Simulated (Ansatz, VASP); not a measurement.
## One calculation of Sb, two programs

Contents of INCAR:

```
SYSTEM = Sb
PREC = Accurate ; ENCUT = 520
EDIFF = 1E-6 ; ISMEAR = 0
SIGMA = 0.1 ; LREAL = .FALSE.
LASPH = .TRUE. ; NELM = 80
ALGO = Normal ; ISIF = 2
LWAVE = .FALSE. ; LCHARG = .FALSE.
GGA = PE ; NBANDS = 8
```

Contents of KPOINTS:

```
regular mesh
0
G
  8 8 8
  0 0 0
```

POSCAR

```
Sb
1.0
    3.1600000000      0.0000000000      0.0000000000
    0.0000000000      3.1600000000      0.0000000000
    0.0000000000      0.0000000000      3.1600000000
Sb
1
Direct
    0.0000000000      0.0000000000      0.0000000000
```

File input.yaml:

```yaml
crystal:
  lattice:
    - [3.16, 0.0, 0.0]
    - [0.0, 3.16, 0.0]
    - [0.0, 0.0, 3.16]
  atoms:
    - { symbol: Sb, position: [0.0, 0.0, 0.0] }
kpoints:
  mp_grid: { grid: [8, 8, 8] }
scf:
  occupations: { method: gaussian, width: 0.1 }
hamiltonian:
  xc: pbe
  pseudopotentials: { kind: all_electron, lapw: { basis_error: 0.001 } }
output:
  forces: true
  stress: true
  eigenvalues: true
```

Alike in both runs: task single point; functional PBE; k mesh 8 × 8 × 8; occupations gaussian, width 0.1 eV; no spin polarisation.

```csv
,VASP,Ansatz
version,VASP 6.6.1,Ansatz 0.2.0
potentials or method,"VASP PAW PBE potentials, release 64 (Sb), cutoff 520 eV","all-electron LAPW, scalar-relativistic"
```

|  | VASP | Ansatz | Ansatz less VASP |
| --- | --- | --- | --- |
| gap on the k mesh at the Fermi level (eV) | none | none | - |
| pressure (GPa) | -2.3 | -2.2 | +0.05 |

A gap of «none» marks a metal or a gap that the smearing closes. Ansatz ran all-electron here, and VASP with PAW potentials.

Neither program's run includes spin-orbit coupling.
